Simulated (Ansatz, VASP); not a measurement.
I in VASP and in Ansatz

```
I
1.0
     7.38581    0.00000    0.00000
    -3.69291    6.39630    0.00000
     0.00000    0.00000    2.98813
I
3
Direct
  0.00000 0.00000 0.00000
  0.33333 0.66667 0.50000
  0.66667 0.33333 0.50000
```

Alike in both runs: task single point; functional PBE; dispersion D3(BJ); k mesh 6 × 6 × 9; occupations fermi-dirac, width 0.1 eV; no spin polarisation.

|  | VASP | Ansatz |
| --- | --- | --- |
| version | VASP 6.6.1 | Ansatz 0.2.0 |
| potentials or method | VASP PAW PBE potentials, release 64 (I) | PAW with Ansatz's default frozen-core files, scalar-relativistic |
| plane-wave cutoff (eV) | 520 | 420 |
| valence electrons in the cell | 21 | 51 |

Ansatz gave:

```
gap on the k mesh at the Fermi level (eV)                     : none
pressure (GPa)                                                : -1.1
traceless stress, the component that is largest in VASP (GPa) : 0.15
```

Problem. Which values does VASP return?

Solution. gap on the k mesh at the Fermi level (eV): none; pressure (GPa): -1.1; traceless stress, the component that is largest in VASP (GPa): 0.08.

A gap of «none» marks a metal or a gap that the smearing closes. VASP's potentials hold 21 valence electrons a cell and Ansatz's 51, so a difference there can come from the potentials and not from the codes.

Neither program's run includes spin-orbit coupling.
